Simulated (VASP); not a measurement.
# Sc (Fm-3m) in VASP: single point with PBEsol

Aim: the single point of Sc with PBEsol.

Program: VASP 6.6.1. These are calculated values, not measurements. Logs are shortened: lines on timing, memory, paths and dates and some standing lists are left out, and cuts for length are marked.

### Step 1. The cell of the first run

Symmetry: Fm-3m, No. 225, cubic system. Conventional cell: a = 4.552 Å, b = 4.552 Å, c = 4.552 Å, α = 90.00°, β = 90.00°, γ = 90.00°. Sc (site symmetry m-3m) has 12 Sc at 3.22 Å within 4.2 Å.

### Step 2. Single point, PBEsol

Contents of INCAR:

```
SYSTEM = Sc
PREC = Accurate
ENCUT = 500
EDIFF = 1E-6
ISMEAR = -1
SIGMA = 0.05
LREAL = .False.
LASPH = .True.
NELM = 120
ALGO = Normal
ISIF = 2
LWAVE = .False.
LCHARG = .True.
GGA = PS
LELF = .True.
LVHAR = .True.
NBANDS = 12
GGA_COMPAT = .False.
```

Contents of KPOINTS:

```
regular mesh
0
Gamma
  15 15 15
  0 0 0
```

Contents of POSCAR:

```
Sc
1.0
    0.0000000000      2.2760934531      2.2760934531
    2.2760934531      0.0000000000      2.2760934531
    2.2760934531      2.2760934531      0.0000000000
Sc
1
Direct
    0.0000000000      0.0000000000      0.0000000000
```

Potentials or basis: VASP PAW PBE potentials, release 64 (Sc_sv).

On the command line:

```sh
$ cat potpaw_PBE.64/Sc_sv/POTCAR > POTCAR
$ mpirun -np 1 vasp_std > vasp.out
```

OUTCAR:

```text
SYSTEM = Sc
   PREC = Accurate
   ENCUT = 500
   EDIFF = 1E-6
   ISMEAR = -1
   LREAL = .False.
   LASPH = .True.
   NELM = 120
   ISIF = 2
   GGA = PS

 ion  position               nearest neighbor table
   1  0.000  0.000  0.000-

  LATTYP: Found a face centered cubic cell.
 ALAT       =     4.5521869062

  Lattice vectors:

 A1 = (   0.0000000000,   2.2760934531,   2.2760934531)
 A2 = (   2.2760934531,   0.0000000000,   2.2760934531)
 A3 = (   2.2760934531,   2.2760934531,   0.0000000000)

Analysis of symmetry for initial positions (statically):
=====================================================================
 Subroutine PRICEL returns:
 Original cell was already a primitive cell.

 Routine SETGRP: Setting up the symmetry group for a
 face centered cubic supercell.

 Subroutine GETGRP returns: Found 48 space group operations
 (whereof 48 operations were pure point group operations)
 out of a pool of 48 trial point group operations.

The static configuration has the point symmetry O_h .

Analysis of symmetry for dynamics (positions and initial velocities):
=====================================================================
 Subroutine PRICEL returns:
 Original cell was already a primitive cell.

 Routine SETGRP: Setting up the symmetry group for a
 face centered cubic supercell.

 Subroutine GETGRP returns: Found 48 space group operations
 (whereof 48 operations were pure point group operations)
 out of a pool of 48 trial point group operations.

The dynamic configuration has the point symmetry O_h .

 Subroutine INISYM returns: Found 48 space group operations
 (whereof 48 operations are pure point group operations),
 and found     1 'primitive' translations

----------------------------------------------------------------------------------------

                                     Primitive cell

  volume of cell :      23.5831

  direct lattice vectors                    reciprocal lattice vectors
     0.000000000  2.276093453  2.276093453    -0.219674636  0.219674636  0.219674636
     2.276093453  0.000000000  2.276093453     0.219674636 -0.219674636  0.219674636
     2.276093453  2.276093453  0.000000000     0.219674636  0.219674636 -0.219674636

  length of vectors
     3.218882231  3.218882231  3.218882231     0.380487630  0.380487630  0.380487630

  position of ions in fractional coordinates (direct lattice)
     0.000000000  0.000000000  0.000000000

  ion indices of the primitive-cell ions
   primitive index   ion index
                 1           1

----------------------------------------------------------------------------------------

 KPOINTS: regular mesh

Automatic generation of k-mesh.
 Grid dimensions read from file:
 generate k-points for:   15   15   15

 Generating k-lattice:

  Cartesian coordinates                     Fractional coordinates (reciprocal lattice)
    -0.014644976  0.014644976  0.014644976     0.066666667  0.000000000  0.000000000
     0.014644976 -0.014644976  0.014644976     0.000000000  0.066666667  0.000000000
     0.014644976  0.014644976 -0.014644976     0.000000000  0.000000000  0.066666667

  Length of vectors
     0.025365842  0.025365842  0.025365842

  Shift w.r.t. Gamma in fractional coordinates (k-lattice)
     0.000000000  0.000000000  0.000000000

 Subroutine IBZKPT returns following result:
 ===========================================

 Found    120 irreducible k-points:

 Following reciprocal coordinates:
            Coordinates               Weight
  0.000000  0.000000  0.000000      1.000000
  0.066667  0.000000  0.000000      8.000000
  0.133333  0.000000  0.000000      8.000000
  0.200000  0.000000  0.000000      8.000000
  0.266667  0.000000  0.000000      8.000000
  0.333333  0.000000  0.000000      8.000000
[... 16 lines left out ...]
  0.133333  0.133333  0.000000      6.000000
  0.200000  0.133333  0.000000     24.000000
 [... further k-points ...]
   k-points           NKPTS =    120   k-points in BZ     NKDIM =    120   number of bands    NBANDS=     12
   number of dos      NEDOS =    301   number of ions     NIONS =      1
   total plane-waves  NPLWV =  13824
   dimension x,y,z NGX =    24 NGY =   24 NGZ =   24
   dimension x,y,z NGXF=    48 NGYF=   48 NGZF=   48
   ions per type =               1
   NGX,Y,Z   is equivalent  to a cutoff of  12.40, 12.40, 12.40 a.u.
   NGXF,Y,Z  is equivalent  to a cutoff of  24.79, 24.79, 24.79 a.u.
 SYSTEM =  Sc
   PREC   = accura    normal or accurate (medium, high low for compatibility)
   ISTART =      0    job   : 0-new  1-cont  2-samecut
   ICHARG =      2    charge: 1-file 2-atom 10-const
   ISPIN  =      1    spin polarized calculation?
   LNONCOLLINEAR =      F non collinear calculations
   LSORBIT =      F    spin-orbit coupling
   LASPH  =      T    aspherical Exc in radial PAW
   ENCUT  =  500.0 eV  36.75 Ry    6.06 a.u.   5.87  5.87  5.87*2*pi/ulx,y,z
   NELM   =    120;   NELMIN=  2; NELMDL= -5     # of ELM steps
   EDIFF  = 0.1E-05   stopping-criterion for ELM
   LREAL  =      F    real-space projection
   EDIFFG = 0.1E-04   stopping-criterion for IOM
   NSW    =      0    number of steps for IOM
   IBRION =     -1    ionic relax: 0-MD 1-quasi-New 2-CG
   NFREE  =      0    steps in history (QN), initial steepest desc. (CG)
   ISIF   =      2    stress and relaxation
   ISYM   =      2    0-nonsym 1-usesym 2-fastsym
   POTIM  = 0.5000    time-step for ionic-motion
   TEBEG  =    0.0;   TEEND  =   0.0 temperature during run
   PSTRESS=    0.0 pullay stress
   NELECT =      11.0000    total number of electrons
   NUPDOWN=      -1.0000    fix difference up-down
   EMIN   =  10.00;   EMAX   =-10.00  energy-range for DOS
   EFERMI =   0.00;   METHOD = LEGACY
   ISMEAR =    -1;   SIGMA  =   0.05  broadening in eV -4-tet -1-fermi 0-gaus
   EFERMI_NEDOS =   21; number of points for ismear=-14 and -15
   IALGO  =     38    algorithm
   IMIX   =      4    mixing-type and parameters
     AMIX     =   0.40;   BMIX     =  1.00
     AMIX_MAG =   1.60;   BMIX_MAG =  1.00
  volume/ion in A,a.u.               =      23.58       159.15
  Fermi-wavevector in a.u.,A,eV,Ry     =   1.269616  2.399226 21.931560  1.611924
  Thomas-Fermi vector in A             =   2.402647
   LORBIT       =      0    0 simple, 1 ext, 2 COOP (PROOUT), +10 PAW based schemes
   GGA     = PS    functional components
   LHFCALC =     F    Hartree Fock is set to
   AEXX    =    0.0000 exact exchange contribution
   IVDW    =     0    specifies the selected vdW correction
   LEPSILON=     F    determine dielectric tensor
   LRPA    =     F    only Hartree local field effects (RPA)
 non-spin polarized calculation
  energy-cutoff  :      500.00
  volume of cell :       23.58
 maximum number of plane-waves:       612
   NGX = 11   NGY = 11   NGZ = 11

 number of electron      10.9999997 magnetization

 Free energy of the ion-electron system (eV)
  ---------------------------------------------------
  ext. energy  EPLUGINS =         0.00000000
  ---------------------------------------------------
  free energy    TOTEN  =        -6.56635607 eV

  energy without entropy =       -6.55072381  energy(sigma->0) =       -6.55853994

 E-fermi :   3.8979     XC(G=0): -10.1689

 val. band max:        3.8874971513   @ k =   0.3333   0.2667   0.0000
 cond. band min:       3.9132379204   @ k =  -0.4667   0.1333   0.0000
 fundamental gap:      0.0257407691
 Fermi energy:         3.8979166778

 k-point     1 :       0.0000    0.0000    0.0000
  band No.  band energies     occupation
      1     -45.2063      2.00000
      2     -23.6818      2.00000
      3     -23.6818      2.00000
      4     -23.6818      2.00000
      5      -1.3849      2.00000
      6       5.5346      0.00000
      7       5.5346      0.00000
      8       5.5346      0.00000
      9       7.0015      0.00000
     10       7.0015      0.00000
     11      16.6630      0.00000
     12      20.2033      0.00000

 k-point     2 :       0.0667    0.0000    0.0000
  band No.  band energies     occupation
      1     -45.2031      2.00000
      2     -23.7027      2.00000
      3     -23.6844      2.00000
      4     -23.6844      2.00000
      5      -1.2671      2.00000
      6       5.4451      0.00000
      7       5.5793      0.00000
      8       5.5793      0.00000
      9       6.9694      0.00000
     10       6.9694      0.00000
     11      16.7805      0.00000
     12      19.2658      0.00000

 k-point     3 :       0.1333    0.0000    0.0000
  band No.  band energies     occupation
      1     -45.1942      2.00000
      2     -23.7613      2.00000
      3     -23.6919      2.00000
      4     -23.6919      2.00000
      5      -0.9234      2.00000
      6       5.2067      0.00000
      7       5.6865      0.00000
      8       5.6865      0.00000
      9       6.9081      0.00000
     10       6.9081      0.00000
     11      16.8927      0.00000
     12      17.8528      0.00000
[... 286 lines left out ...]
 k-point    23 :       0.1333    0.1333    0.0000
  band No.  band energies     occupation
      1     -45.1902      2.00000
      2     -23.7593      2.00000
      3     -23.7093      2.00000
      4     -23.7093      2.00000
      5      -0.7727      2.00000
      6       5.0453      0.00000
      7       5.8143      0.00000
      8       5.8143      0.00000
      9       6.5120      0.00000
     10       7.1477      0.00000
     11      17.2535      0.00000
     12      18.4599      0.00000

 k-point    24 :       0.2000    0.1333    0.0000
  band No.  band energies     occupation
      1     -45.1804      2.00000
      2     -23.8148      2.00000
      3     -23.7232      2.00000
      4     -23.7195      2.00000
      5      -0.3765      2.00000
      6       4.7996      0.00000
      7       5.8942      0.00000
      8       5.9541      0.00000
      9       6.3752      0.00000
     10       7.2218      0.00000
     11      17.0387      0.00000
     12      17.6641      0.00000

 [... further k-points ...]

------------------------ aborting loop because EDIFF is reached ----------------------------------------

  FORCE on cell =-STRESS in cart. coord.  units (eV):
  Direction    XX          YY          ZZ          XY          YZ          ZX
  --------------------------------------------------------------------------------------
  -------------------------------------------------------------------------------------
  Total        0.0036580      0.0036580      0.0036580     -0.0000000      0.0000000      0.0000000
  in kB        0.2485134      0.2485134      0.2485134     -0.0000000      0.0000000      0.0000000
  external PRESSURE =       0.2485134 kB  Pullay stress =       0.0000000 kB

 VOLUME and BASIS-vectors are now :
 -----------------------------------------------------------------------------
  energy-cutoff  :      500.00
  volume of cell :       23.58
      direct lattice vectors                 reciprocal lattice vectors
     0.000000000  2.276093453  2.276093453    -0.219674636  0.219674636  0.219674636
     2.276093453  0.000000000  2.276093453     0.219674636 -0.219674636  0.219674636
     2.276093453  2.276093453  0.000000000     0.219674636  0.219674636 -0.219674636

 POSITION                                       TOTAL-FORCE (eV/Angst)
 -----------------------------------------------------------------------------------
      0.00000      0.00000      0.00000         0.000000      0.000000      0.000000
 -----------------------------------------------------------------------------------
    total drift:                                0.000000      0.000000      0.000000

  FREE ENERGIE OF THE ION-ELECTRON SYSTEM (eV)
  ---------------------------------------------------
  free  energy   TOTEN  =        -6.5663560720 eV

  energy  without entropy=       -6.5507238050  energy(sigma->0) =       -6.55853994
```

It took 13 s on 1 thread of Intel Xeon Platinum 8559C (Emerald Rapids), shared host; peak memory 0.16 GiB.

Results:

* Free energy: -6.5664 eV
* Pressure: 0.0 GPa

Caveat: the PAW data sets were made with another functional, which shifts forces and pressure a little.
